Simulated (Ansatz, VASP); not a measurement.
## EuO in VASP and in Ansatz

```
Eu O
1.0
     0.00000    2.53061    2.53061
     2.53061    0.00000    2.53061
     2.53061    2.53061    0.00000
Eu O
1 1
Cartesian
  0.0000 0.0000 0.0000
  2.5306 2.5306 2.5306
```

Alike in both runs: functional PBE; k mesh 14 × 14 × 14; occupations gaussian, width 0.1 eV; collinear spin.

Ansatz relaxed the structure, and its values are those at the end. VASP's run is a single point on that final structure, the one shown.

```csv
,VASP,Ansatz
version,VASP 6.6.1,Ansatz 0.2.0
potentials or method,"VASP PAW PBE potentials, release 64 (Eu, O), cutoff 600 eV","scalar-relativistic, plane waves, PAW"
valence electrons in the cell,23,23
```

Ansatz gave:

- gap on the k mesh at the Fermi level (eV): none
- pressure (GPa): 0.0
- net moment per atom (μB): 3.47
- size of the moment on the site where the two differ most (μB): 0.08

Task: Which values does VASP return?

Result: gap on the k mesh at the Fermi level (eV): none; pressure (GPa): -0.2; net moment per atom (μB): 3.47; size of the moment on the site where the two differ most (μB): 0.10.

Site moments also hang on the region over which each program counts them. A gap of «none» marks a metal or a gap that the smearing closes. With one functional, cell and mesh, what is left measures potentials, basis and numerics. Ansatz's warnings: given moment on shells.

Neither program's run includes spin-orbit coupling.
